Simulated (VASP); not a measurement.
Crystal: MgRe.

```
CELL_PARAMETERS angstrom
0.00000 2.64174 2.64174
2.64174 0.00000 2.64174
2.64174 2.64174 0.00000
ATOMIC_POSITIONS crystal
Mg 0.00000 0.00000 0.00000
Re 0.75000 0.75000 0.75000
```

* Program: VASP 6.6.1
* Task: relaxation of cell and atoms
* Functional: PBE
* Potentials or basis: VASP PAW PBE potentials, release 64 (Mg, Re)
* Cutoff: 600 eV
* k mesh: 6 × 6 × 6
* Occupations: gaussian, width 0.1 eV
* Spin: no spin polarisation

At the start: pressure 30.3 GPa; volume 18.44 Å³/atom.

Problem. Where does the relaxation end?

Solution. Over 4 steps the energy falls by 576.1 meV/atom and the volume is 26.82 Å³/atom (+45.5 %); space group F-43m (No. 216, to 0.1 Å) before and after.

The path:
```csv
step,energy change (eV),largest force (eV/Å),pressure (GPa),volume (Å³)
1,0.0000,0.0000,30.26,36.87
2,-1.0985,0.0000,-3.09,58.75
3,-1.1511,0.0000,0.52,52.90
4,-1.1521,0.0000,-0.06,53.64
```

Final structure:
```xyz
2
Lattice="0.0000 2.9933 2.9933 2.9933 0.0000 2.9933 2.9933 2.9933 0.0000" Properties=species:S:1:pos:R:3 pbc="T T T"
Mg    0.0000    2.9933    2.9933
Re    4.4900    4.4900    4.4900
```

Caveat: the volume moved by over 15 % at a fixed basis, so the end points are rough.
